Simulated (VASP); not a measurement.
# Ti (P6/mmm) in VASP: further runs

The runs below take Ti through single point, relaxation of shape and atoms at fixed volume, relaxation of cell and atoms, with PBE.

All numbers are computed with VASP 6.6.1; they aren't measurements. Logs are shortened: lines on timing, memory, paths and dates and some standing lists are left out, and cuts for length are marked.

## (1) The cell of the first run

It takes space group P6/mmm (No. 191, hexagonal). The conventional cell has a = 4.580 Å, b = 4.580 Å, c = 2.832 Å, α = 90.00°, β = 90.00°, γ = 120.00°. Ti (site symmetry 6/mmm) has 14 Ti at 2.83 to 3.00 Å within 3.7 Å. Ti (site symmetry -6m2) has 11 Ti at 2.64 to 3.00 Å within 3.5 Å.

## (2) Single point, PBE

File INCAR:

```
PREC     = Accurate       # precision mode
ENCUT    = 520            # plane-wave cutoff, eV
EDIFF    = 1E-6           # SCF threshold, eV
ISMEAR   = 0              # smearing method
SIGMA    = 0.1            # smearing width, eV
LREAL    = F              # projectors in reciprocal space
LASPH    = T              # aspherical terms in the spheres
NELM     = 60             # most SCF steps
ALGO     = Normal         # electronic algorithm
ISIF     = 2              # what is computed and relaxed
LWAVE    = F              # write WAVECAR
LCHARG   = F              # write CHGCAR
GGA      = PE             # functional
NBANDS   = 25             # bands
```

File KPOINTS:

```
Automatic mesh
0
Gamma
  9 9 12
```

File POSCAR:

```
Ti
1.0
    4.5795363014      0.0000000000      0.0000000000
   -2.2897681507      3.9659947746      0.0000000000
    0.0000000000      0.0000000000      2.8321726469
Ti
3
Direct
    0.0000000000      0.0000000000      0.0000000000
    0.3333333333      0.6666666667      0.5000000000
    0.6666666667      0.3333333333      0.5000000000
```

Potentials or basis: VASP PAW PBE potentials, release 64 (Ti_sv).

Command:

```console
> cat potpaw_PBE.64/Ti_sv/POTCAR > POTCAR
> mpirun -np 1 vasp_std > vasp.out
```

OUTCAR:

```text
PREC = Accurate
   ENCUT = 520
   EDIFF = 1E-6
   ISMEAR = 0
   LREAL = F
   LASPH = T
   NELM = 60
   ISIF = 2
   GGA = PE

 ion  position               nearest neighbor table
   1  0.000  0.000  0.000-
   2  0.333  0.667  0.500-   3 2.64   3 2.64   3 2.64
   3  0.667  0.333  0.500-   2 2.64   2 2.64   2 2.64

  LATTYP: Found a hexagonal cell.
 ALAT       =     4.5795363014
 C/A-ratio  =     0.6184409208

  Lattice vectors:

 A1 = (   4.5795363014,   0.0000000000,   0.0000000000)
 A2 = (  -2.2897681507,   3.9659947746,   0.0000000000)
 A3 = (   0.0000000000,   0.0000000000,   2.8321726469)

Analysis of symmetry for initial positions (statically):
=====================================================================
 Subroutine PRICEL returns:
 Original cell was already a primitive cell.

 Routine SETGRP: Setting up the symmetry group for a
 hexagonal supercell.

 Subroutine GETGRP returns: Found 24 space group operations
 (whereof 24 operations were pure point group operations)
 out of a pool of 24 trial point group operations.

The static configuration has the point symmetry D_6h.

Analysis of symmetry for dynamics (positions and initial velocities):
=====================================================================
 Subroutine PRICEL returns:
 Original cell was already a primitive cell.

 Routine SETGRP: Setting up the symmetry group for a
 hexagonal supercell.

 Subroutine GETGRP returns: Found 24 space group operations
 (whereof 24 operations were pure point group operations)
 out of a pool of 24 trial point group operations.

The dynamic configuration has the point symmetry D_6h.

 Subroutine INISYM returns: Found 24 space group operations
 (whereof 24 operations are pure point group operations),
 and found     1 'primitive' translations

----------------------------------------------------------------------------------------

                                     Primitive cell

  volume of cell :      51.4391

  direct lattice vectors                    reciprocal lattice vectors
     4.579536301  0.000000000  0.000000000     0.218362719  0.126071775  0.000000000
    -2.289768151  3.965994775  0.000000000     0.000000000  0.252143550  0.000000000
[... 81 lines left out ...]
   ISPIN  =      1    spin polarized calculation?
   LNONCOLLINEAR =      F non collinear calculations
   LSORBIT =      F    spin-orbit coupling
   LASPH  =      T    aspherical Exc in radial PAW
   ENCUT  =  520.0 eV  38.22 Ry    6.18 a.u.   8.51  8.51  5.27*2*pi/ulx,y,z
   NELM   =     60;   NELMIN=  2; NELMDL= -5     # of ELM steps
   EDIFF  = 0.1E-05   stopping-criterion for ELM
   LREAL  =      F    real-space projection
   EDIFFG = 0.1E-04   stopping-criterion for IOM
   NSW    =      0    number of steps for IOM
   IBRION =     -1    ionic relax: 0-MD 1-quasi-New 2-CG
   NFREE  =      0    steps in history (QN), initial steepest desc. (CG)
   ISIF   =      2    stress and relaxation
   ISYM   =      2    0-nonsym 1-usesym 2-fastsym
   POTIM  = 0.5000    time-step for ionic-motion
   TEBEG  =    0.0;   TEEND  =   0.0 temperature during run
   PSTRESS=    0.0 pullay stress
   NELECT =      36.0000    total number of electrons
   NUPDOWN=      -1.0000    fix difference up-down
   EMIN   =  10.00;   EMAX   =-10.00  energy-range for DOS
   EFERMI =   0.00;   METHOD = LEGACY
   ISMEAR =     0;   SIGMA  =   0.10  broadening in eV -4-tet -1-fermi 0-gaus
   EFERMI_NEDOS =   21; number of points for ismear=-14 and -15
   IALGO  =     38    algorithm
   IMIX   =      4    mixing-type and parameters
     AMIX     =   0.40;   BMIX     =  1.00
     AMIX_MAG =   1.60;   BMIX_MAG =  1.00
  volume/ion in A,a.u.               =      17.15       115.71
  Fermi-wavevector in a.u.,A,eV,Ry     =   1.453487  2.746693 28.744008  2.112625
  Thomas-Fermi vector in A             =   2.570748
   LORBIT       =      0    0 simple, 1 ext, 2 COOP (PROOUT), +10 PAW based schemes
   GGA     = PE    functional components
   LHFCALC =     F    Hartree Fock is set to
   AEXX    =    0.0000 exact exchange contribution
   IVDW    =     0    specifies the selected vdW correction
   LEPSILON=     F    determine dielectric tensor
   LRPA    =     F    only Hartree local field effects (RPA)
 non-spin polarized calculation
 Gauss-broadening in eV      SIGMA  =   0.10
  energy-cutoff  :      520.00
  volume of cell :       51.44
 maximum number of plane-waves:      1420
 NGX is ok and might be reduce to    36
   NGX = 17   NGY = 17   NGZ = 11

 number of electron      35.9999985 magnetization

 Free energy of the ion-electron system (eV)
  ---------------------------------------------------
  ext. energy  EPLUGINS =         0.00000000
  ---------------------------------------------------
  free energy    TOTEN  =       -23.53083135 eV

  energy without entropy =      -23.51873424  energy(sigma->0) =      -23.52478279

 E-fermi :   8.3578     XC(G=0): -11.5585

 val. band max:        8.3504589034   @ k =   0.3333   0.1111   0.0000
 cond. band min:       8.3813063687   @ k =   0.4444  -0.0000   0.1667
 fundamental gap:      0.0308474653
 Fermi energy:         8.3578286881

 k-point     1 :       0.0000    0.0000    0.0000
  band No.  band energies     occupation
      1     -48.5393      2.00000
      2     -48.2731      2.00000
      3     -48.1103      2.00000
      4     -24.8516      2.00000
      5     -24.8516      2.00000
      6     -24.7346      2.00000
[... 661 lines left out ...]
     24      10.2229      0.00000
     25      11.1832      0.00000

 [... further k-points ...]

------------------------ aborting loop because EDIFF is reached ----------------------------------------

  FORCE on cell =-STRESS in cart. coord.  units (eV):
  Direction    XX          YY          ZZ          XY          YZ          ZX
  --------------------------------------------------------------------------------------
  -------------------------------------------------------------------------------------
  Total       -0.0684371     -0.0684371     -0.0905355      0.0000000      0.0000000      0.0000000
  in kB       -2.1316142     -2.1316142     -2.8199170      0.0000000      0.0000000      0.0000000
  external PRESSURE =      -2.3610485 kB  Pullay stress =       0.0000000 kB

 VOLUME and BASIS-vectors are now :
 -----------------------------------------------------------------------------
  energy-cutoff  :      520.00
  volume of cell :       51.44
      direct lattice vectors                 reciprocal lattice vectors
     4.579536301  0.000000000  0.000000000     0.218362719  0.126071775  0.000000000
    -2.289768151  3.965994775  0.000000000     0.000000000  0.252143550  0.000000000
     0.000000000  0.000000000  2.832172647     0.000000000  0.000000000  0.353085820

 POSITION                                       TOTAL-FORCE (eV/Angst)
 -----------------------------------------------------------------------------------
      0.00000      0.00000      0.00000         0.000000      0.000000     -0.000000
     -0.00000      2.64400      1.41609        -0.000000      0.000000      0.000000
      2.28977      1.32200      1.41609         0.000000      0.000000     -0.000000
 -----------------------------------------------------------------------------------
    total drift:                                0.000000      0.000000     -0.000000

  FREE ENERGIE OF THE ION-ELECTRON SYSTEM (eV)
  ---------------------------------------------------
  free  energy   TOTEN  =       -23.5308313452 eV

  energy  without entropy=      -23.5187342387  energy(sigma->0) =      -23.52478279
```

stdout:

```text
POSCAR found type information on POSCAR Ti
 POSCAR found :  1 types and       3 ions
 scaLAPACK will be used
 LDA part: xc-table for (Slater+PW92), standard interpolation
 POSCAR, INCAR and KPOINTS ok, starting setup
 FFT: planning ... GRIDC
 FFT: planning ... GRID_SOFT
 FFT: planning ... GRID
 WAVECAR not read
 entering main loop
```

It took 1.8 min on 1 thread of AMD EPYC 7R43 (Zen 3), shared host; peak memory 0.19 GiB.

Results:

```
Free energy            : -23.5308 eV
Pressure               : -0.2 GPa
Band gap on the k mesh : zero (band 18 reaches 8.56 eV, above the bottom of band 19 at 8.28 eV)
```

Levels at points of the mesh, in eV from the Fermi level:
| k point | band 15 | band 16 | band 17 | band 18 | band 19 | band 20 | band 21 | band 22 |
| --- | --- | --- | --- | --- | --- | --- | --- | --- |
| (0.00, 0.00, 0.00) | -0.71 | -0.71 | -0.61 | -0.61 | -0.03 | 0.68 | 1.29 | 1.29 |
| (0.00, 0.00, 0.50) | -2.07 | -1.73 | -1.61 | -1.61 | 1.06 | 1.06 | 1.25 | 1.25 |

## (3) Relaxation of shape and atoms at fixed volume, PBE (volume scaled by 0.98)

File INCAR:

```
PREC = Accurate
ENCUT = 600
EDIFF = 1E-6
ISMEAR = -1
SIGMA = 0.15
LREAL = False
LASPH = True
NELM = 80
ALGO = Fast
ISIF = 4
LWAVE = False
LCHARG = False
GGA = PE
IBRION = 2
NSW = 80
EDIFFG = -0.001
```

File KPOINTS:

```
regular mesh
0
Gamma
  12 12 14
```

File POSCAR:

```
Ti
1.0
    4.5588296323      0.0000000000      0.0000000000
   -2.2794148161      3.9480622731      0.0000000000
    0.0000000000      0.0000000000      2.8105946056
Ti
3
Direct
    0.0000000000      0.0000000000      0.0000000000
    0.3333333333      0.6666666667      0.5000000000
    0.6666666667      0.3333333333      0.5000000000
```

Potentials or basis: VASP PAW PBE potentials, release 64 (Ti_sv).

Command:

```console
> cat potpaw_PBE.64/Ti_sv/POTCAR > POTCAR
> mpirun -np 1 vasp_std > vasp.out
```

Run time: 7.5 min. Hardware: 1 thread of Intel Xeon 6975P-C (Granite Rapids), shared host; peak memory 0.3 GiB.

Results (log left out):

```
Free energy               : -23.6346 eV
Energy gained by relaxing : 0.1 meV/atom
Ionic steps               : 10
Pressure after relaxing   : 2.0 GPa
Band gap on the k mesh    : zero (band 18 reaches 8.76 eV, above the bottom of band 19 at 8.47 eV)
```

The path:
```
step  energy change (eV)  largest force (eV/Å)  pressure (GPa)  volume (Å³)
   1              0.0000                0.0000            1.93        50.59
   2             -0.0002                0.0000            2.03        50.59
   3             -0.0002                0.0000            2.03        50.59
   4             -0.0002                0.0000            2.03        50.59
   5             -0.0002                0.0000            2.03        50.59
   6             -0.0002                0.0000            2.03        50.59
   7             -0.0002                0.0000            2.03        50.59
   8             -0.0002                0.0000            2.03        50.59
   9             -0.0002                0.0000            2.03        50.59
  10             -0.0002                0.0000            2.03        50.59
```

Final structure:
```cif
data_structure
_symmetry_space_group_name_H-M 'P 1'
_symmetry_Int_Tables_number 1
_cell_length_a 4.5577
_cell_length_b 4.5577
_cell_length_c 2.8119
_cell_angle_alpha 90.000
_cell_angle_beta 90.000
_cell_angle_gamma 120.000
_cell_volume 50.59
loop_
_atom_site_label
_atom_site_type_symbol
_atom_site_fract_x
_atom_site_fract_y
_atom_site_fract_z
_atom_site_occupancy
Ti1 Ti 0.00000 0.00000 0.00000 1
Ti2 Ti 0.33333 0.66667 0.50000 1
Ti3 Ti 0.66667 0.33333 0.50000 1
```

Levels at points of the mesh, in eV from the Fermi level:
```tsv
k point	band 15	band 16	band 17	band 18	band 19	band 20	band 21	band 22
(0.00, 0.00, 0.00)	-0.67	-0.67	-0.59	-0.59	-0.01	0.72	1.35	1.35
(0.50, 0.00, 0.00)	-2.62	-0.39	-0.37	-0.34	0.11	0.57	1.11	1.17
(0.00, 0.00, 0.50)	-2.09	-1.69	-1.61	-1.61	1.09	1.09	1.30	1.30
(0.50, 0.00, 0.50)	-1.70	-1.15	-0.66	-0.60	0.41	0.89	1.00	1.10
```

Caveat: the cell differs from its parent crystal (volume scaled by 0.98).

[end of part 1 of 2]
